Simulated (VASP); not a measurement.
Input of a VASP 6.6.1 run:

File INCAR:

```
SYSTEM = KBr
  PREC = Accurate
  ENCUT = 520
  EDIFF = 1E-7
  ISMEAR = 0
  SIGMA = 0.01
  LREAL = .False.
  LASPH = .True.
  NELM = 60
  ALGO = Normal
  ISIF = 2
  LWAVE = .False.
  LCHARG = .False.
  GGA = PE
  NBANDS = 24
```

Contents of KPOINTS:

```
regular mesh
0
Gamma
  6 6 4
  0 0 0
```

The input POSCAR:

```
KBr
1.0
    4.5592982261      0.0000000000      0.0000000000
   -2.2796491130      3.9484680873      0.0000000000
    0.0000000000      0.0000000000      8.0200646050
K Br
2 2
Direct
    0.0000000000      0.0000000000      0.0000000000
    0.0000000000      0.0000000000      0.5000000000
    0.3333333333      0.6666666667      0.2500000000
    0.6666666667      0.3333333333      0.7500000000
```

Potentials or basis: VASP PAW PBE potentials, release 64 (K_sv, Br).

Run with:

```console
$ cat potpaw_PBE.64/K_sv/POTCAR potpaw_PBE.64/Br/POTCAR > POTCAR
$ mpirun -np 1 vasp_std > vasp.out
```

Question: Predict the band gap on the k mesh.

Answer: 4.35 eV, direct.

Question: Estimate the pressure.

Answer: 0.7 GPa.

A k mesh can miss the band edges.
